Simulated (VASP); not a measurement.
BaTe:

```
CELL_PARAMETERS angstrom
0.03532 3.56771 3.56771
3.56771 0.03532 3.56771
3.56771 3.56771 0.03532
ATOMIC_POSITIONS crystal
Ba 0.00000 0.00000 0.00000
Te 0.50000 0.50000 0.50000
```

This cell differs from its parent crystal: strain along [111] +1.5%.

Base run:

- Program: VASP 6.6.1
- Functional: PBE
- Potentials or basis: VASP PAW PBE potentials, release 64 (Ba_sv, Te)
- Cutoff: 520 eV
- k mesh: 6 × 6 × 6
- Occupations: fermi-dirac, width 0.02 eV
- Spin: no spin polarisation

Its results: band gap on the k mesh 1.59 eV, indirect (least direct gap 1.97 eV); pressure -0.1 GPa.

**Question.** The run is repeated on the same cell with these changes: functional from PBE to r2SCAN; occupations from fermi-dirac, width 0.02 eV to gaussian, width 0.01 eV. What comes out?

**Answer.** Band gap on the k mesh 1.94 eV, indirect (least direct gap 2.33 eV); pressure -0.2 GPa.

Caveats: spin-orbit coupling is left out, which moves the levels of the heavy elements; the PAW data sets were made with another functional, which shifts forces and pressure a little (some runs).

A k mesh can miss the band edges.
